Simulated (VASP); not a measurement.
Here is a VASP 6.6.1 calculation.

The input INCAR:

```
SYSTEM = SnSe2
  PREC = Accurate
  ENCUT = 520
  EDIFF = 1E-7
  ISMEAR = 0
  SIGMA = 0.01
  LREAL = .FALSE.
  LASPH = .TRUE.
  NELM = 60
  ALGO = Normal
  ISIF = 2
  LWAVE = .FALSE.
  LCHARG = .TRUE.
  GGA = PE
  LELF = .TRUE.
  LVHAR = .TRUE.
  NBANDS = 20
```

File KPOINTS:

```
Automatic mesh
0
G
  6 6 4
  0 0 0
```

File POSCAR:

```
SnSe2
1.0
    3.7854220481      0.0000000000      0.0000000000
   -1.8927110241      3.2782718426      0.0000000000
    0.0000000000      0.0000000000      6.0948175511
Sn Se
1 2
Direct
    0.0000000000      0.0000000000      0.0000000000
    0.3333333333      0.6666666667      0.2490000000
    0.6666666667      0.3333333333      0.7510000000
```

Potentials or basis: VASP PAW PBE potentials, release 64 (Sn_d, Se).

Run with:

```sh
$ cat potpaw_PBE.64/Sn_d/POTCAR potpaw_PBE.64/Se/POTCAR > POTCAR
$ mpirun -np 1 vasp_std > vasp.out
```

(1) Predict the largest force.

(2) Predict the pressure.

Answers

(1) 1.008 eV/Å.

(2) 7.4 GPa.

Caveat: this functional lacks dispersion, which binds the layers, so the pressure and a relaxed spacing across them are unreliable; forces of over 1 eV/Å act on the atoms, so gaps and moduli don't describe the material at rest.
